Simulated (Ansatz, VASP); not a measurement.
## KCl in VASP and in Ansatz

File INCAR:

```
PREC     = Accurate       # precision mode
ENCUT    = 520            # plane-wave cutoff, eV
EDIFF    = 1E-7           # SCF threshold, eV
ISMEAR   = 0              # smearing method
SIGMA    = 0.05           # smearing width, eV
LREAL    = False          # projectors in reciprocal space
LASPH    = True           # aspherical terms in the spheres
NELM     = 60             # most SCF steps
ALGO     = Normal         # electronic algorithm
ISIF     = 2              # what is computed and relaxed
LWAVE    = False          # write WAVECAR
LCHARG   = True           # write CHGCAR
GGA      = PE             # functional
LELF     = True           # ELF
LVHAR    = True         
NBANDS   = 24             # bands
```

The input KPOINTS:

```
Automatic mesh
0
Gamma
  6 6 6
```

The input POSCAR:

```
KCl
1.0
    0.0000000000     -3.1897839381     -3.1897839381
   -3.1897839381      0.0000000000     -3.1897839381
    3.1897839381      3.1897839381     -6.3795678762
K Cl
2 2
Direct
    0.0264350445     -0.0088116815     -0.0088116815
    0.5264350445      0.4911883185      0.4911883185
    0.7208444202      0.7597185266      0.7597185266
    0.2208444202      0.2597185266      0.2597185266
```

Input for Ansatz:

```yaml
crystal:
  lattice:
    - [0.0, -3.1897839381, -3.1897839381]
    - [-3.1897839381, 0.0, -3.1897839381]
    - [3.1897839381, 3.1897839381, -6.3795678762]
  atoms:
    - { symbol: K, position: [0.0264350445, -0.0088116815, -0.0088116815] }
    - { symbol: K, position: [0.5264350445, 0.4911883185, 0.4911883185] }
    - { symbol: Cl, position: [0.7208444202, 0.7597185266, 0.7597185266] }
    - { symbol: Cl, position: [0.2208444202, 0.2597185266, 0.2597185266] }
basis:
  ecutwfc: 420
kpoints:
  mp_grid: { grid: [6, 6, 6] }
hamiltonian:
  xc: pbe
  pseudopotentials: { kind: paw }
scf:
  occupations: { method: gaussian, width: 0.05 }
output:
  forces: true
  stress: true
  eigenvalues: true
```

Change from the starting cell: mode 4 frozen in at +0.000 Å and mode 9 at -0.124 Å (largest displacements).

Alike in both runs: task single point; functional PBE; k mesh 6 × 6 × 6; occupations gaussian, width 0.05 eV; no spin polarisation.

```csv
,VASP,Ansatz
version,VASP 6.6.1,Ansatz 0.2.0
potentials or method,"VASP PAW PBE potentials, release 64 (K_sv, Cl), cutoff 520 eV","scalar-relativistic, plane waves, PAW"
valence electrons in the cell,32,32
```

VASP gave:

* gap on the k mesh at the Fermi level (eV): 5.06
* least direct gap on the mesh (eV): 5.06
* pressure (GPa): 0.4
* traceless stress, the component that is largest in VASP (GPa): 0.85
* rms of the force components (eV/Å): 0.181

Task: Estimate Ansatz's values.

Result: gap on the k mesh at the Fermi level (eV): 5.07; least direct gap on the mesh (eV): 5.07; pressure (GPa): 0.4; traceless stress, the component that is largest in VASP (GPa): 0.83; rms of the force components (eV/Å): 0.178.

Atom by atom the forces differ by 0.003 eV/Å (rms over components).
